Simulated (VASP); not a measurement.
Wanted: the native input for a VASP 6.6.1 run.

- Task: single point
- Functional: PBE
- Potentials or basis: VASP PAW PBE potentials, release 64 (H, Mo_sv)
- Cutoff: 520 eV
- k mesh: 4 × 4 × 1
- Occupations: gaussian, width 0.1 eV
- Spin: no spin polarisation
- Dipole correction: yes
- Further INCAR settings: ALGO = Normal; EDIFF = 1e-07; NBANDS = 17

The structure of MoH4 lies in POSCAR:

```
MoH4
1.0
    3.8785890000      0.0000000000      0.0000000000
    0.0000000000      3.8785890000      0.0000000000
    0.0000000000      0.0000000000     15.0000000000
H Mo
4 1
Direct
    0.8130527000      0.0000000000      0.4826417900
    0.1869473000      0.0000000000      0.4826417900
    0.0000000000      0.8130527000      0.4826417900
    0.0000000000      0.1869473000      0.4826417900
    0.5000000000      0.5000000000      0.5173582100
```

The input as run:

INCAR

```
ALGO     = Normal         # electronic algorithm
DIPOL    = 0.5 0.5 0.490
EDIFF    = 1E-7           # SCF threshold, eV
ENCUT    = 520            # plane-wave cutoff, eV
GGA      = PE             # functional
IDIPOL   = 3            
ISIF     = 2              # what is computed and relaxed
ISMEAR   = 0              # smearing method
LASPH    = T              # aspherical terms in the spheres
LCHARG   = F              # write CHGCAR
LDIPOL   = T            
LREAL    = F              # projectors in reciprocal space
LWAVE    = F              # write WAVECAR
NBANDS   = 17             # bands
NELM     = 80             # most SCF steps
PREC     = Accurate       # precision mode
SIGMA    = 0.1            # smearing width, eV
```

KPOINTS

```
k-points
0
Gamma
  4 4 1
```

Potentials or basis: VASP PAW PBE potentials, release 64 (H, Mo_sv).

The run is started by

```console
$ cat potpaw_PBE.64/H/POTCAR potpaw_PBE.64/Mo_sv/POTCAR > POTCAR
$ mpirun -np 1 vasp_std > vasp.out
```

Results of the run:

The largest force is 3.307 eV/Å. The band gap on the k mesh is zero (band 9 reaches -2.61 eV, above the bottom of band 10 at -2.65 eV).

Caveat: the k points lie up to 0.40 Å⁻¹ apart.

It took 45 s on 1 thread of AMD EPYC 7R43 64-Core Processor (Zen 3), with other jobs on the host, peak memory 0.25 GiB.
